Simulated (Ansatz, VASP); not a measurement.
Cs2Ba3In2 in VASP and in Ansatz

File INCAR:

```
  PREC = Accurate
  ENCUT = 520
  EDIFF = 1E-6
  ISMEAR = 1
  SIGMA = 0.0122
  LREAL = F
  LASPH = T
  NELM = 60
  ALGO = Normal
  ISIF = 2
  LWAVE = F
  LCHARG = T
  GGA = PE
  LELF = T
  LVHAR = T
  NBANDS = 46
```

File KPOINTS:

```
Automatic mesh
0
Gamma
  5 5 5
```

Contents of POSCAR:

```
Cs2Ba3In2
1.0
    0.0000000000      0.0000000000      5.6544300000
    4.9668170000      0.0000000000      0.0000000000
    2.4834080000     11.1542550000     -2.8272150000
In Cs Ba
2 2 3
Direct
    0.4378000000      0.0622000000      0.8756000000
    0.5622000000      0.9378000000      0.1244000000
    0.3629000000      0.6371000000      0.7258000000
    0.6371000000      0.3629000000      0.2742000000
    0.0000000000      0.5000000000      0.0000000000
    0.1829000000      0.8171000000      0.3658000000
    0.8171000000      0.1829000000      0.6342000000
```

Input for Ansatz:

```yaml
crystal:
  lattice:
    - [0.0, 0.0, 5.65443]
    - [4.966817, 0.0, 0.0]
    - [2.483408, 11.154255, -2.827215]
  atoms:
    - { symbol: In, position: [0.4378, 0.0622, 0.8756] }
    - { symbol: In, position: [0.5622, 0.9378, 0.1244] }
    - { symbol: Cs, position: [0.3629, 0.6371, 0.7258] }
    - { symbol: Cs, position: [0.6371, 0.3629, 0.2742] }
    - { symbol: Ba, position: [0.0, 0.5, 0.0] }
    - { symbol: Ba, position: [0.1829, 0.8171, 0.3658] }
    - { symbol: Ba, position: [0.8171, 0.1829, 0.6342] }
  symmetry: { tolerance: 0.0003 }
kpoints:
  mp_grid: { grid: [5, 5, 5], shift: [0, 0, 0] }
  band_path:
    path:
      - [0.0, 0.0, 0.0]
      - [0.0, 0.0, -0.5]
      - [0.0, -0.47521521, -0.73760761]
      - [0.0, -0.52478479, -0.26239239]
      - [0.0, 0.0, 0.0]
      - [-0.53212229, 0.0, 0.26606115]
      - [-0.46787771, 0.0, -0.26606115]
      - [0.0, 0.0, -0.5]
      - [0.0, 0.0, 0.0]
      - [0.0, -0.5, -0.5]
      - [-0.5, -0.5, -0.25]
    npoints: 6
magnetization:
  spin_polarized: false
scf:
  occupations: { method: cold, width: 0.0122 }
  lower_state_search: "off"
  max_iter: 200
hamiltonian:
  pseudopotentials: { kind: paw }
  xc: pbe
basis:
  ecutwfc: 420
  fft_grid_basis: typed
output:
  forces: true
  stress: true
  eigenvalues: true
  bader: true
  populations: true
  elf: true
  write_potential: true
  volumetric_format: npy
  dos:
    e_range: [-12, 8]
    de: 0.05
    projected: { site_lists: { Ba: [Ba], Cs: [Cs], In: [In] } }
checkpoint:
  read: saved_state
```

Alike in both runs: task single point; functional PBE; k mesh 5 × 5 × 5; no spin polarisation.

|  | VASP | Ansatz |
| --- | --- | --- |
| version | VASP 6.6.1 | Ansatz 0.2.0 |
| potentials or method | VASP PAW PBE potentials, release 64 (In_d, Cs_sv, Ba_sv), cutoff 520 eV | PAW plane waves |
| occupations | methfessel-paxton of order 1, width 0.0122 eV | cold, width 0.0122 eV |
| valence electrons in the cell | 74 | 74 |

```tsv
	VASP	Ansatz	Ansatz less VASP
pressure (GPa)	4.1	4.0	-0.13
traceless stress, the component that is largest in VASP (GPa)	-3.53	-3.53	-0.001
rms of the force components (eV/Å)	0.662	0.655	-0.0069
```

Atom by atom the forces differ by 0.008 eV/Å (rms over components).

Neither program's run includes spin-orbit coupling.
